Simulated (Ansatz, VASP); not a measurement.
# Two plane-wave programs on CuO

```
Cu O
1.0
     0.00000    2.12242   -2.12242
     4.24484    0.00000    0.00000
    -2.12242   -4.24484   -2.12242
Cu O
3 3
Direct
  0.00000 0.00000 0.00000
  0.33333 0.33333 0.66667
  0.66667 0.66667 0.33333
  0.00000 0.50000 0.00000
  0.33333 0.83333 0.66667
  0.66667 0.16667 0.33333
```

Alike in both runs: functional PBE; k mesh 12 × 12 × 12; occupations gaussian, width 0.1 eV; no spin polarisation.

Ansatz relaxed the structure, and its values are those at the end. VASP's run is a single point on that final structure, the one shown.

```csv
,VASP,Ansatz
version,VASP 6.6.1,Ansatz 0.2.0
potentials or method,"VASP PAW PBE potentials, release 64 (Cu, O), cutoff 600 eV","scalar-relativistic, plane waves, PAW"
valence electrons in the cell,51,75
```

|  | VASP | Ansatz | Ansatz less VASP |
| --- | --- | --- | --- |
| gap on the k mesh at the Fermi level (eV) | none | none | - |
| pressure (GPa) | -0.1 | -0.1 | -0.01 |

A gap of «none» marks a metal or a gap that the smearing closes. VASP's potentials hold 51 valence electrons a cell and Ansatz's 75, so a difference there can come from the potentials and not from the codes.
